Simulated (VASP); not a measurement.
Input of a VASP 6.6.1 run:

Contents of INCAR:

```
SYSTEM = Ta5AlN6
ALGO     = Fast           ! electronic algorithm
EDIFF    = 1E-7           ! SCF threshold, eV
ENCUT    = 520            ! plane-wave cutoff, eV
GGA      = PE             ! functional
ISIF     = 2              ! what is computed and relaxed
ISMEAR   = 0              ! smearing method
LASPH    = .True.         ! aspherical terms in the spheres
LCHARG   = .True.         ! write CHGCAR
LELF     = .True.         ! ELF
LREAL    = .False.        ! projectors in reciprocal space
LVHAR    = .True.       
LWAVE    = .False.        ! write WAVECAR
NBANDS   = 56             ! bands
NELM     = 100            ! most SCF steps
PREC     = Accurate       ! precision mode
SIGMA    = 0.1            ! smearing width, eV
```

KPOINTS

```
k-points
0
Gamma
  12 12 4
  0 0 0
```

Contents of POSCAR:

```
Ta5AlN6
1.0
    3.0887755199      0.0000000000      0.0000000000
    0.0000000000      3.0887755199      0.0000000000
    0.0000000000      0.0000000000     13.2198715327
Ta Al N
5 1 6
Direct
    0.0000000000      0.0000000000      0.6705671405
    0.0000000000      0.0000000000      0.3294328595
    0.5000000000      0.5000000000      0.1781816695
    0.0000000000      0.0000000000      0.0000000000
    0.5000000000      0.5000000000      0.8218183305
    0.5000000000      0.5000000000      0.5000000000
    0.0000000000      0.0000000000      0.8381192992
    0.5000000000      0.5000000000      0.6484439037
    0.0000000000      0.0000000000      0.5000000000
    0.5000000000      0.5000000000      0.3515560963
    0.0000000000      0.0000000000      0.1618807008
    0.5000000000      0.5000000000      0.0000000000
```

Potentials or basis: VASP PAW PBE potentials, release 64 (Ta_pv, Al, N).

The run is started by

```console
$ cat potpaw_PBE.64/Ta_pv/POTCAR potpaw_PBE.64/Al/POTCAR potpaw_PBE.64/N/POTCAR > POTCAR
$ mpirun -np 1 vasp_std > vasp.out
```

Problem. Estimate the pressure.

Solution. 0.6 GPa.

Problem. Estimate the band gap on the k mesh.

Solution. Zero (bands 44 and 45 overlap by 2.72 eV).

Stress tensor (GPa, compression positive):
```
0.69 0.00 0.00
0.00 0.69 0.00
0.00 0.00 0.57
```

Caveat: spin-orbit coupling is left out, which moves the levels of the heavy elements.
